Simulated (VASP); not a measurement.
EuS:

```
Eu S
1.0
     0.00000    2.97850    2.97850
     2.97850    0.00000    2.97850
     2.97850    2.97850    0.00000
Eu S
1 1
Direct
  0.00000 0.00000 0.00000
  0.50000 0.50000 0.50000
```

Base run:

```yaml
Program: VASP 6.6.1
Functional: r2SCAN
Potentials_or_basis: VASP PAW PBE potentials, release 64 (Eu, S)
Cutoff: 800 eV
k_mesh: 8 × 8 × 8
Occupations: fermi-dirac, width 0.05 eV
Spin: collinear spin, ferromagnetic start
Starting_moments: "[7.0, 0.0] μB"
```

Its results: pressure -2.5 GPa; net moment 6.99 μB per cell; site moments Eu +6.53; S -0.08 μB.

Q: After a change of settings the same cell gave: pressure -8.4 GPa; net moment 6.92 μB per cell; site moments Eu +6.59; S -0.04 μB. Which change was it?
A. functional from r2SCAN to PBEsol-based screened hybrid with 25 % exact exchange; cutoff from 800 eV to 520 eV; k mesh from 8 × 8 × 8 to 4 × 4 × 4
B. functional from r2SCAN to PBEsol; cutoff from 800 eV to 600 eV; occupations from fermi-dirac, width 0.05 eV to gaussian, width 0.05 eV
C. functional from r2SCAN to SVWN5; cutoff from 800 eV to 600 eV
D. functional from r2SCAN to B3LYP; cutoff from 800 eV to 520 eV; k mesh from 8 × 8 × 8 to 4 × 4 × 4

A: C.

Caveats: the PAW data sets were made with another functional, which shifts forces and pressure a little; a cell with one magnetic atom can't hold antiferromagnetic order, which such compounds often take; the cell stands under tension (at least some runs).
